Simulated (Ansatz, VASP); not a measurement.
One calculation of Mg, two programs

```
CELL_PARAMETERS angstrom
3.00455 0.00000 0.00000
-1.50227 2.60201 0.00000
0.00000 0.00000 3.09051
ATOMIC_POSITIONS crystal
Mg 0.00000 0.00000 0.00000
```

Change from the starting cell: strain -0.015 along x and y, +0.015 along z, atoms carried along.

Alike in both runs: task single point; functional LDA; k mesh 18 × 18 × 16; occupations gaussian, width 0.15 eV; no spin polarisation.

```csv
,VASP,Ansatz
version,VASP 6.6.1,Ansatz 0.2.0
potentials or method,"VASP PAW LDA potentials, release 64 (Mg), cutoff 520 eV","scalar-relativistic, plane waves, PAW"
valence electrons in the cell,2,10
```

```tsv
	VASP	Ansatz	Ansatz less VASP
gap on the k mesh at the Fermi level (eV)	none	none	-
pressure (GPa)	0.0	0.2	+0.25
traceless stress, the component that is largest in VASP (GPa)	-1.46	-1.46	+0.001
```

LDA's correlation is that of Perdew and Zunger in VASP and of Perdew and Wang (1992) in Ansatz. A gap of «none» marks a metal or a gap that the smearing closes. VASP's potentials hold 2 valence electrons a cell and Ansatz's 10, so a difference there can come from the potentials and not from the codes.
